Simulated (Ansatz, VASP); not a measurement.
AlN: VASP beside Ansatz

```
CELL_PARAMETERS angstrom
0.00000 1.94616 1.94616
1.94616 0.00000 1.94616
1.94616 1.94616 0.00000
ATOMIC_POSITIONS crystal
Al 0.50000 0.50000 0.50000
N 0.00000 0.00000 0.00000
```

Alike in both runs: task single point; functional PBEsol; dispersion D3(BJ); k mesh 10 × 10 × 10; occupations gaussian, width 0.02 eV; no spin polarisation.

|  | VASP | Ansatz |
| --- | --- | --- |
| version | VASP 6.6.1 | Ansatz 0.2.0 |
| potentials or method | VASP PAW PBE potentials, release 64 (Al, N), cutoff 600 eV | scalar-relativistic, plane waves, PAW |
| valence electrons in the cell | 8 | 8 |

VASP gave:

* gap on the k mesh at the Fermi level (eV): 4.91
* least direct gap on the mesh (eV): 7.41

Task: What did Ansatz give for the same quantities?

Result: gap on the k mesh at the Fermi level (eV): 4.91; least direct gap on the mesh (eV): 7.38.

VASP's potentials were made for PBE, not for PBEsol.
